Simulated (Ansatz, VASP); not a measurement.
## Two plane-wave programs on YbMg2Ge2

```
Ge Yb Mg
1.0
     0.00000    4.13431    0.00000
     4.13431    0.00000    0.00000
     2.06715    2.06715   -5.12208
Ge Yb Mg
2 1 2
Direct
  0.37500 0.37500 0.25000
  0.62500 0.62500 0.75000
  0.00000 0.00000 0.00000
  0.75000 0.25000 0.50000
  0.25000 0.75000 0.50000
```

Alike in both runs: task single point; functional PBEsol; k mesh 5 × 5 × 5; occupations fermi-dirac, width 0.0544 eV; no spin polarisation.

|  | VASP | Ansatz |
| --- | --- | --- |
| version | VASP 6.6.1 | Ansatz 0.2.0 |
| potentials or method | VASP PAW PBE potentials, release 64 (Ge_d, Yb, Mg), cutoff 520 eV | PAW plane waves |
| valence electrons in the cell | 56 | 72 |

|  | VASP | Ansatz | Ansatz less VASP |
| --- | --- | --- | --- |
| gap on the k mesh at the Fermi level (eV) | none | none | - |
| pressure (GPa) | 19.1 | 18.2 | -0.97 |
| traceless stress, the component that is largest in VASP (GPa) | -0.67 | -0.66 | +0.007 |
| rms of the force components (eV/Å) | 1.115 | 1.106 | -0.0091 |

VASP's potentials were made for PBE, not for PBEsol. Atom by atom the forces differ by 0.009 eV/Å (rms over components). A gap of «none» marks a metal or a gap that the smearing closes. VASP's potentials hold 56 valence electrons a cell and Ansatz's 72, so a difference there can come from the potentials and not from the codes.

Spin-orbit coupling is off throughout.
